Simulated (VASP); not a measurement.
A run of VASP 6.6.1 is set up as follows.

File POSCAR:

```
PtS2
1.0
    3.3792560388      0.0000000000      0.0000000000
   -1.6896280194      2.9265215755      0.0000000000
    0.0000000000      0.0000000000      4.8728364795
Pt S
1 2
Direct
    0.0000000000      0.0000000000      0.0000000000
    0.3333333333      0.6666666667      0.2665116494
    0.6666666667      0.3333333333      0.7334883506
```

INCAR.step1

```
ALGO = Normal
EDIFF = 1E-5
ENCUT = 520
GGA = PE
ISIF = 2
ISMEAR = 0
LASPH = T
LREAL = F
LWAVE = T
NBANDS = 18
NELM = 60
PREC = Accurate
SIGMA = 0.01
```

Contents of INCAR.step2:

```
ALGO = Normal
EDIFF = 1E-6
ENCUT = 520
GGA = PE
HFSCREEN = 0.2079
ISIF = 2
ISMEAR = 0
ISTART = 1
LASPH = T
LCHARG = T
LELF = T
LHFCALC = T
LREAL = F
LVHAR = T
LWAVE = F
NBANDS = 18
NELM = 60
PREC = Accurate
PRECFOCK = Normal
SIGMA = 0.01
```

File KPOINTS:

```
k-points
0
Gamma
  6 6 4
```

Potentials or basis: VASP PAW PBE potentials, release 64 (Pt, S).

Launch:

```sh
$ cat potpaw_PBE.64/Pt/POTCAR potpaw_PBE.64/S/POTCAR > POTCAR
$ cp INCAR.step1 INCAR
$ mpirun -np 1 vasp_std > vasp.out
$ cp INCAR.step2 INCAR
$ mpirun -np 1 vasp_std > vasp.out
```

**Question.** Predict the largest force.

**Answer.** 0.429 eV/Å.

**Question.** What does it give for the band gap on the k mesh?

**Answer.** 0.81 eV, indirect (least direct gap 1.69 eV).

Forces on the atoms (eV/Å):
```
Pt   0.000  0.000  0.000
S    0.000  0.000 -0.429
S    0.000  0.000  0.429
```

Caveat: the cell differs from its parent crystal (strain -4.9%); the PAW data sets were made with another functional, which shifts forces and pressure a little; spin-orbit coupling is left out, which moves the levels of the heavy elements. A k mesh can miss the band edges.
